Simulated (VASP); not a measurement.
Runs of VASP 6.6.1 on AlNi. The structure is that of space group Cm (No. 8), or close to it. The cells are those of the table. 

| cell | further INCAR settings | gap on the mesh (eV) | pressure (GPa) | largest force (eV/Å) |
| --- | --- | --- | --- | --- |
| a = 2.893, b = 2.893, c = 8.985 Å, angles 88.5, 88.5, 90.0°, 6 atoms | ALGO = Fast; EDIFF = 1e-06; NBANDS = 28 | none | -3.2 | (b) |
| a = 2.893, b = 2.893, c = 8.440 Å, angles 85.1, 85.1, 90.0°, 6 atoms | ALGO = Fast; EDIFF = 1e-06; NBANDS = 28 | none | 29.8 | (a) |
| a = 2.893, b = 2.893, c = 9.036 Å, angles 85.4, 85.4, 90.0°, 6 atoms | ALGO = Fast; EDIFF = 1e-07; NBANDS = 28 | none | 2.5 | 3.71 |
| a = 2.893, b = 2.893, c = 9.081 Å, angles 83.9, 83.9, 90.0°, 6 atoms | ALGO = Fast; EDIFF = 1e-06; NBANDS = 28 | none | (c) | 7.18 |
| a = 2.893, b = 2.893, c = 8.738 Å, angles 85.3, 85.3, 90.0°, 6 atoms | ALGO = Fast; EDIFF = 1e-07; NBANDS = 28 | none | 13.0 | 10.59 |
| a = 2.893, b = 2.893, c = 11.883 Å, angles 88.8, 88.8, 90.0°, 6 atoms | ALGO = Fast; EDIFF = 1e-07; NBANDS = 28 | none | -4.0 | 0.95 |
| a = 2.893, b = 2.893, c = 11.898 Å, angles 87.7, 87.7, 90.0°, 6 atoms | ALGO = Fast; EDIFF = 1e-06; NBANDS = 28 | none | -4.1 | 0.95 |
| a = 2.893, b = 2.893, c = 10.700 Å, angles 87.4, 87.4, 90.0°, 6 atoms | ALGO = Fast; EDIFF = 1e-07; NBANDS = 28 | none | -5.4 | 0.85 |
| a = 2.893, b = 2.893, c = 8.785 Å, angles 83.7, 83.7, 90.0°, 6 atoms | ALGO = Fast; EDIFF = 1e-07; NBANDS = 28 | none | 22.2 | 19.34 |
| a = 2.893, b = 2.893, c = 8.406 Å, angles 86.7, 86.7, 90.0°, 6 atoms | ALGO = Fast; EDIFF = 1e-06; NBANDS = 28 | none | 17.4 | 10.61 |
| a = 2.893, b = 2.893, c = 9.884 Å, angles 88.6, 88.6, 90.0°, 6 atoms | ALGO = Fast; EDIFF = 1e-07; NBANDS = 28 | none | -6.4 | 1.00 |
| a = 2.893, b = 2.893, c = 9.403 Å, angles 87.1, 87.1, 90.0°, 6 atoms | ALGO = Fast; EDIFF = 1e-06; NBANDS = 28 | none | -4.9 | 1.00 |

Alike in all rows: task single point; level PBE; potentials or basis VASP PAW PBE potentials, release 64 (Al, Ni); no spin polarisation; k mesh 15 × 15 × 5; cutoff (eV) 520; smearing gaussian 0.15 eV.

**Question.** Fill in the values left out.

**Answer.** (a) 23.45; (b) 0.83; (c) 7.9.

Caveats: forces of over 1 eV/Å act on the atoms, so gaps and moduli don't describe the material at rest (some runs).

A gap of «none» marks levels without a gap at the run's occupations.
